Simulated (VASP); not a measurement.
## ZnC2: relaxation of cell and atoms with PBE

ZnC2:

```
Zn C
1.0
     2.49226    0.00000    0.00000
    -1.24613    2.15836    0.00000
     0.00000    0.00000    7.85801
Zn C
1 2
Direct
  0.00000 0.00000 0.00000
  0.33333 0.66667 0.50000
  0.66667 0.33333 0.50000
```

```json
{"Program": "VASP 6.6.1", "Task": "relaxation of cell and atoms", "Functional": "PBE", "Potentials or basis": "VASP PAW PBE potentials, release 64 (Zn, C)", "Cutoff": "600 eV", "k mesh": "24 × 24 × 6", "Occupations": "gaussian, width 0.1 eV", "Spin": "no spin polarisation", "Dipole correction": "no", "Further INCAR settings": "ALGO = Normal; EDIFF = 1e-06; IBRION = 2; EDIFFG = -0.01; NSW = 100; ISIF = 3"}
```

```yaml
Relaxed_volume: 15.77 Å³/atom
Relaxed_cell: a = 2.484 Å, b = 2.484 Å, c = 8.856 Å, α = 90.00°, β = 90.00°, γ = 120.00°
Space_group_after_relaxing_to_0.1_Å: P6/mmm (No. 191)
Energy_gained_by_relaxing: 3.7 meV/atom
Ionic_steps: 8
Pressure_after_relaxing: 0.1 GPa
Band_gap_on_the_k_mesh: zero (bands 10 and 11 overlap by 2.14 eV)
```

Step by step:
| step | energy change (eV) | largest force (eV/Å) | pressure (GPa) | volume (Å³) |
| --- | --- | --- | --- | --- |
| 1 | 0.0000 | 0.0000 | -1.22 | 42.27 |
| 2 | 0.0031 | 0.0000 | 2.77 | 41.62 |
| 3 | -0.0022 | 0.0000 | 0.31 | 42.01 |
| 4 | -0.0027 | 0.0000 | 0.31 | 42.13 |
| 5 | -0.0040 | 0.0000 | 0.31 | 42.47 |
| 6 | -0.0062 | 0.0000 | 0.22 | 43.16 |
| 7 | -0.0090 | 0.0000 | 0.17 | 44.54 |
| 8 | -0.0112 | 0.0000 | 0.07 | 47.30 |

Final structure:
```
Zn C
1.0
     2.48350    0.00000    0.00000
    -1.24175    2.15078    0.00000
     0.00000    0.00000    8.85572
Zn C
1 2
Cartesian
  0.0000 0.0000 8.8557
  0.0000 1.4339 4.4279
  1.2418 0.7169 4.4279
```

Levels at points of the mesh, in eV from the Fermi level:
| k point | band 6 | band 7 | band 8 | band 9 | band 10 | band 11 | band 12 | band 13 | band 14 |
| --- | --- | --- | --- | --- | --- | --- | --- | --- | --- |
| (0.00, 0.00, 0.00) | -6.73 | -6.68 | -6.68 | -3.12 | -3.12 | -0.98 | 3.57 | 8.11 | 8.11 |
| (0.50, 0.00, 0.00) | -6.82 | -6.43 | -6.26 | -2.39 | -0.55 | 1.57 | 2.19 | 6.67 | 7.09 |
| (0.00, 0.00, 0.50) | -6.68 | -6.68 | -6.68 | -3.12 | -3.12 | -1.17 | 5.12 | 5.63 | 8.11 |
| (0.50, 0.00, 0.50) | -6.82 | -6.43 | -6.26 | -2.40 | -0.54 | 1.52 | 2.28 | 6.51 | 7.09 |

Run time: 5.3 min on 1 thread of Intel(R) Xeon(R) 6975P-C (Granite Rapids), on a shared host, peak memory 0.31 GiB.
